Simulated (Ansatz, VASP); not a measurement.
**One calculation of ScAl3, two programs**

File INCAR:

```
PREC = Accurate ; ENCUT = 520
EDIFF = 1E-6 ; ISMEAR = 0
SIGMA = 0.15 ; LREAL = False
LASPH = True ; NELM = 60
ALGO = Fast ; ISIF = 2
LWAVE = False ; LCHARG = False
GGA = PS ; NBANDS = 18
```

File KPOINTS:

```
Automatic mesh
0
Gamma
  12 12 12
```

POSCAR

```
ScAl3
1.0
    3.7455947268      0.0000000000      0.0000000000
    0.0000000000      3.7455947268      0.0000000000
    0.0000000000      0.0000000000      4.0712986161
Sc Al
1 3
Direct
    0.0000000000      0.0000000000      0.0000000000
    0.5000000000      0.0000000000      0.5000000000
    0.0000000000      0.5000000000      0.5000000000
    0.5000000000      0.5000000000      0.0000000000
```

Input for Ansatz:

```yaml
crystal:
  lattice:
    - [3.7455947268, 0.0, 0.0]
    - [0.0, 3.7455947268, 0.0]
    - [0.0, 0.0, 4.0712986161]
  atoms:
    - { symbol: Sc, position: [0.0, 0.0, 0.0] }
    - { symbol: Al, position: [0.5, 0.0, 0.5] }
    - { symbol: Al, position: [0.0, 0.5, 0.5] }
    - { symbol: Al, position: [0.5, 0.5, 0.0] }
basis:
  ecutwfc: 420
kpoints:
  mp_grid: { grid: [12, 12, 12] }
hamiltonian:
  xc: pbesol
scf:
  occupations: { method: gaussian, width: 0.15 }
output:
  forces: true
  stress: true
  eigenvalues: true
```

Change from the starting cell: strain -0.080 along x and y, +0.000 along z, atoms carried along.

Alike in both runs: task single point; functional PBEsol; k mesh 12 × 12 × 12; occupations gaussian, width 0.15 eV; no spin polarisation.

|  | VASP | Ansatz |
| --- | --- | --- |
| version | VASP 6.6.1 | Ansatz 0.2.0 |
| potentials or method | VASP PAW PBE potentials, release 64 (Sc_sv, Al), cutoff 520 eV | scalar-relativistic, plane waves, PAW |
| valence electrons in the cell | 20 | 20 |

VASP gave:

* gap on the k mesh at the Fermi level (eV): none
* pressure (GPa): 22.2
* traceless stress, the component that is largest in VASP (GPa): -12.51

Task: Estimate Ansatz's values.

Result: gap on the k mesh at the Fermi level (eV): none; pressure (GPa): 21.9; traceless stress, the component that is largest in VASP (GPa): -12.49.

VASP's potentials were made for PBE, not for PBEsol. A gap of «none» marks a metal or a gap that the smearing closes. The functional is the same, so the differences come from potentials, cutoffs and numerics.
